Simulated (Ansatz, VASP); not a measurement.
# BeH in VASP and in Ansatz

The input INCAR:

```
SYSTEM = BeH
ALGO     = Normal         ! electronic algorithm
EDIFF    = 1E-6           ! SCF threshold, eV
ENCUT    = 520            ! plane-wave cutoff, eV
GGA      = PE             ! functional
ISIF     = 2              ! what is computed and relaxed
ISMEAR   = 0              ! smearing method
LASPH    = .True.         ! aspherical terms in the spheres
LCHARG   = .False.        ! write CHGCAR
LREAL    = .False.        ! projectors in reciprocal space
LWAVE    = .False.        ! write WAVECAR
NBANDS   = 16             ! bands
NELM     = 60             ! most SCF steps
PREC     = Accurate       ! precision mode
SIGMA    = 0.1            ! smearing width, eV
```

Contents of KPOINTS:

```
k-points
0
Gamma
  4 6 4
  0 0 0
```

POSCAR

```
BeH
1.0
    5.1105937142      0.0000000000      0.0000000000
    0.0000000000      3.0178937019      0.0000000000
    0.0000000000      0.0000000000      3.9651158127
Be H
4 4
Direct
    0.1770000000      0.2500000000      0.1340000000
    0.3230000000      0.7500000000      0.6340000000
    0.6770000000      0.2500000000      0.3660000000
    0.8230000000      0.7500000000      0.8660000000
    0.0400000000      0.2500000000      0.6300000000
    0.4600000000      0.7500000000      0.1300000000
    0.5400000000      0.2500000000      0.8700000000
    0.9600000000      0.7500000000      0.3700000000
```

Input for Ansatz:

```yaml
crystal:
  lattice:
    - [5.1105937142, 0.0, 0.0]
    - [0.0, 3.0178937019, 0.0]
    - [0.0, 0.0, 3.9651158127]
  atoms:
    - { symbol: Be, position: [0.177, 0.25, 0.134] }
    - { symbol: Be, position: [0.323, 0.75, 0.634] }
    - { symbol: Be, position: [0.677, 0.25, 0.366] }
    - { symbol: Be, position: [0.823, 0.75, 0.866] }
    - { symbol: H, position: [0.04, 0.25, 0.63] }
    - { symbol: H, position: [0.46, 0.75, 0.13] }
    - { symbol: H, position: [0.54, 0.25, 0.87] }
    - { symbol: H, position: [0.96, 0.75, 0.37] }
basis:
  ecutwfc: 420
kpoints:
  mp_grid: { grid: [4, 6, 4] }
hamiltonian:
  xc: pbe
scf:
  occupations: { method: gaussian, width: 0.1 }
  lower_state_search: "off"
output:
  forces: true
  stress: true
  eigenvalues: true
```

Alike in both runs: task single point; functional PBE; k mesh 4 × 6 × 4; occupations gaussian, width 0.1 eV; no spin polarisation.

```csv
,VASP,Ansatz
version,VASP 6.6.1,Ansatz 0.2.0
potentials or method,"VASP PAW PBE potentials, release 64 (Be, H), cutoff 520 eV","scalar-relativistic, plane waves, PAW"
valence electrons in the cell,12,12
```

Ansatz gave:

```
gap on the k mesh at the Fermi level (eV)                     : none
pressure (GPa)                                                : -19.7
traceless stress, the component that is largest in VASP (GPa) : 4.18
rms of the force components (eV/Å)                            : 0.154
```

Problem. What did VASP give for the same quantities?

Solution. gap on the k mesh at the Fermi level (eV): none; pressure (GPa): -19.8; traceless stress, the component that is largest in VASP (GPa): 4.19; rms of the force components (eV/Å): 0.154.

Atom by atom the forces differ by 0.001 eV/Å (rms over components). A gap of «none» marks a metal or a gap that the smearing closes. The functional is the same, so the differences come from potentials, cutoffs and numerics.

The k mesh is coarse, so the values compare programs but aren't converged.
